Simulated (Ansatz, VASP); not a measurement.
**Cu: VASP beside Ansatz**

INCAR

```
PREC = Accurate ; ENCUT = 520
EDIFF = 1E-6 ; ISMEAR = 1
SIGMA = 0.2 ; LREAL = False
LASPH = True ; NELM = 120
ALGO = Normal ; ISIF = 2
LWAVE = False ; LCHARG = True
LDIPOL = True ; IDIPOL = 3
DIPOL = 0.5 0.5 0.500 ; GGA = CA
LVHAR = True ; LVACPOTAV = True
NBANDS = 78 ; GGA_COMPAT = False
NELMDL = -8 ; KPAR = 4
```

KPOINTS

```
Automatic mesh
0
Gamma
  19 19 1
```

Contents of POSCAR:

```
Cu
1.0
    1.8075000000     -1.8075000000      0.0000000000
    1.8075000000      1.8075000000      0.0000000000
    0.0000000000      0.0000000000     34.8825000000
Cu
12
Direct
    0.0000000000      1.0000000000      0.2150075253
    0.5000000000      0.5000000000      0.2668243389
    0.0000000000      1.0000000000      0.3186411524
    0.5000000000      0.5000000000      0.3704579660
    0.0000000000      1.0000000000      0.4222747796
    0.5000000000      0.5000000000      0.4740915932
    0.0000000000      1.0000000000      0.5259084068
    0.5000000000      0.5000000000      0.5777252204
    0.0000000000      1.0000000000      0.6295420340
    0.5000000000      0.5000000000      0.6813588476
    0.0000000000      1.0000000000      0.7331756611
    0.5000000000      0.5000000000      0.7849924747
```

Input for Ansatz:

```yaml
crystal:
  lattice:
    - [1.8075, -1.8075, 0.0]
    - [1.8075, 1.8075, 0.0]
    - [0.0, 0.0, 34.8825]
  atoms:
    - { symbol: Cu, position: [0.0, 1.0, 0.2150075253] }
    - { symbol: Cu, position: [0.5, 0.5, 0.2668243389] }
    - { symbol: Cu, position: [0.0, 1.0, 0.3186411524] }
    - { symbol: Cu, position: [0.5, 0.5, 0.370457966] }
    - { symbol: Cu, position: [0.0, 1.0, 0.4222747796] }
    - { symbol: Cu, position: [0.5, 0.5, 0.4740915932] }
    - { symbol: Cu, position: [0.0, 1.0, 0.5259084068] }
    - { symbol: Cu, position: [0.5, 0.5, 0.5777252204] }
    - { symbol: Cu, position: [0.0, 1.0, 0.629542034] }
    - { symbol: Cu, position: [0.5, 0.5, 0.6813588476] }
    - { symbol: Cu, position: [0.0, 1.0, 0.7331756611] }
    - { symbol: Cu, position: [0.5, 0.5, 0.7849924747] }
hamiltonian:
  xc: lda
  pseudopotentials: { kind: paw }
kpoints:
  mp_grid: { grid: [19, 19, 1] }
scf:
  occupations: { method: cold, width: 0.2 }
  convergence: { dr2_threshold: 1.0e-07 }
basis:
  ecutwfc: 420
output:
  forces: true
efield:
  axis: 3
  dipole_correction: true
  ramp_width: 0.04
```

Alike in both runs: task single point; functional LDA; k mesh 19 × 19 × 1; no spin polarisation.

```csv
,VASP,Ansatz
version,VASP 6.6.1,Ansatz 0.2.0
potentials or method,"VASP PAW LDA potentials, release 64 (Cu), cutoff 520 eV","scalar-relativistic, plane waves, PAW"
occupations,"methfessel-paxton of order 1, width 0.2 eV","cold, width 0.2 eV"
valence electrons in the cell,132,228
```

Ansatz gave:

| Quantity | Value |
| --- | --- |
| rms of the force components (eV/Å) | 0.177 |
| work function, face that differs most (eV) | 4.89 |

**Question.** Which values does VASP return?

**Answer.** rms of the force components (eV/Å): 0.170; work function, face that differs most (eV): 4.87.

LDA's correlation is that of Perdew and Zunger in VASP and of Perdew and Wang (1992) in Ansatz. Atom by atom the forces differ by 0.008 eV/Å (rms over components). VASP's potentials hold 132 valence electrons a cell and Ansatz's 228, so a difference there can come from the potentials and not from the codes.
